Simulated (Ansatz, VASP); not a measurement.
# HgTe: VASP beside Ansatz

```
Hg Te
1.0
     0.00000    3.19127    3.22350
     3.19127    0.00000    3.22350
     3.19127    3.19127    0.00000
Hg Te
1 1
Direct
  0.00000 0.00000 0.00000
  0.75000 0.75000 0.75000
```

Change from the starting cell: equal xx and yy strain of -1 %.

Alike in both runs: task single point; functional PBEsol; k mesh 9 × 9 × 9; occupations fermi-dirac, width 0.05 eV; no spin polarisation.

```csv
,VASP,Ansatz
version,VASP 6.6.1,Ansatz 0.2.0
potentials or method,"VASP PAW PBE potentials, release 64 (Hg, Te), cutoff 520 eV","all-electron LAPW, scalar-relativistic"
```

```tsv
	VASP	Ansatz	Ansatz less VASP
pressure (GPa)	2.5	2.4	-0.12
traceless stress, the component that is largest in VASP (GPa)	-0.10	-0.10	0.000
```

VASP's potentials were made for PBE, not for PBEsol. Ansatz ran all-electron here, and VASP with PAW potentials.

Neither program's run includes spin-orbit coupling.
